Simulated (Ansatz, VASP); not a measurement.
Na in VASP and in Ansatz

The input INCAR:

```
SYSTEM = Na
ALGO = Normal ; EDIFF = 1E-6
ENCUT = 520 ; GGA = PS
ISIF = 2 ; ISMEAR = -1
LASPH = .TRUE. ; LCHARG = .TRUE.
LELF = .TRUE. ; LREAL = .FALSE.
LVHAR = .TRUE. ; LWAVE = .FALSE.
NBANDS = 14 ; NELM = 100
PREC = Accurate ; SIGMA = 0.05
```

KPOINTS

```
k-points
0
G
  13 13 7
  0 0 0
```

The input POSCAR:

```
Na
1.0
    3.7670009976      0.0376700100      0.0376700100
   -1.8508773132      3.2434835550      0.0137881806
    0.0615400000      0.0615400000      6.1540000000
Na
2
Direct
    0.3333333333      0.6666666667      0.2500000000
    0.6666666667      0.3333333333      0.7500000000
```

Input for Ansatz:

```yaml
crystal:
  lattice:
    - [3.7670009976, 0.03767001, 0.03767001]
    - [-1.8508773132, 3.243483555, 0.0137881806]
    - [0.06154, 0.06154, 6.154]
  atoms:
    - { symbol: Na, position: [0.3333333333, 0.6666666667, 0.25] }
    - { symbol: Na, position: [0.6666666667, 0.3333333333, 0.75] }
kpoints:
  mp_grid: { grid: [13, 13, 7] }
  band_path:
    path:
      - [0.0, 0.0, 0.0]
      - [0.0, -0.5, 0.0]
      - [0.0, 0.0, 0.5]
      - [0.0, 0.0, 0.0]
      - [-0.5, 0.0, 0.0]
      - [-0.5, 0.5, -0.5]
      - [0.0, 0.0, 0.0]
      - [-0.5, 0.0, -0.5]
      - [-0.5, 0.5, 0.0]
    npoints: 5
scf:
  occupations: { method: fermi_dirac, width: 0.05 }
hamiltonian:
  xc: pbesol
  pseudopotentials: { kind: all_electron, lapw: { basis_error: 0.00025 } }
output:
  forces: true
  stress: true
  eigenvalues: true
```

Change from the starting cell: equal xy, yz and zx shear strains of +2 %.

Alike in both runs: task single point; functional PBEsol; k mesh 13 × 13 × 7; occupations fermi-dirac, width 0.05 eV; no spin polarisation.

|  | VASP | Ansatz |
| --- | --- | --- |
| version | VASP 6.6.1 | Ansatz 0.2.0 |
| potentials or method | VASP PAW PBE potentials, release 64 (Na_pv), cutoff 520 eV | all-electron LAPW, scalar-relativistic |

```tsv
	VASP	Ansatz	Ansatz less VASP
pressure (GPa)	-0.3	-0.3	-0.02
traceless stress, the component that is largest in VASP (GPa)	-0.08	-0.08	0.000
rms of the force components (eV/Å)	0.004	0.004	-0.0002
```

VASP's potentials were made for PBE, not for PBEsol. Atom by atom the forces differ by 0.000 eV/Å (rms over components). Ansatz ran all-electron here, and VASP with PAW potentials.
